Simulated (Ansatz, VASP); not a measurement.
# SiC: VASP beside Ansatz

File INCAR:

```
PREC = Accurate
ENCUT = 520
EDIFF = 1E-6
ISMEAR = 0
SIGMA = 0.05
LREAL = False
LASPH = True
NELM = 60
ALGO = Normal
ISIF = 2
LWAVE = False
LCHARG = False
GGA = PE
NBANDS = 11
```

File KPOINTS:

```
regular mesh
0
Gamma
  12 12 12
```

File POSCAR:

```
SiC
1.0
    0.0000000000      2.1657591277      2.1657591277
    2.1657591277      0.0000000000      2.1657591277
    2.1428020810      2.1428020810      0.0229570468
Si C
1 1
Direct
    0.0000000000      0.0000000000      0.0000000000
    0.7500000000      0.7500000000      0.7500000000
```

Input for Ansatz:

```yaml
crystal:
  lattice:
    - [0.0, 2.1657591277, 2.1657591277]
    - [2.1657591277, 0.0, 2.1657591277]
    - [2.142802081, 2.142802081, 0.0229570468]
  atoms:
    - { symbol: Si, position: [0.0, 0.0, 0.0] }
    - { symbol: C, position: [0.75, 0.75, 0.75] }
basis:
  ecutwfc: 520.0
kpoints:
  mp_grid: { grid: [12, 12, 12] }
hamiltonian:
  xc: pbe
scf:
  occupations: { method: gaussian, width: 0.05 }
output:
  forces: true
  stress: true
  eigenvalues: true
```

Alike in both runs: task single point; functional PBE; k mesh 12 × 12 × 12; occupations gaussian, width 0.05 eV; no spin polarisation.

|  | VASP | Ansatz |
| --- | --- | --- |
| version | VASP 6.6.1 | Ansatz 0.2.0 |
| potentials or method | VASP PAW PBE potentials, release 64 (Si, C), cutoff 520 eV | scalar-relativistic, plane waves, PAW |
| valence electrons in the cell | 8 | 8 |

|  | VASP | Ansatz | Ansatz less VASP |
| --- | --- | --- | --- |
| gap on the k mesh at the Fermi level (eV) | 1.26 | 1.26 | +0.004 |
| least direct gap on the mesh (eV) | 4.48 | 4.49 | +0.005 |
| pressure (GPa) | 11.5 | 11.6 | +0.08 |
| traceless stress, the component that is largest in VASP (GPa) | 3.26 | 3.25 | -0.011 |
| rms of the force components (eV/Å) | 0.118 | 0.118 | +0.0003 |

Atom by atom the forces differ by 0.000 eV/Å (rms over components).
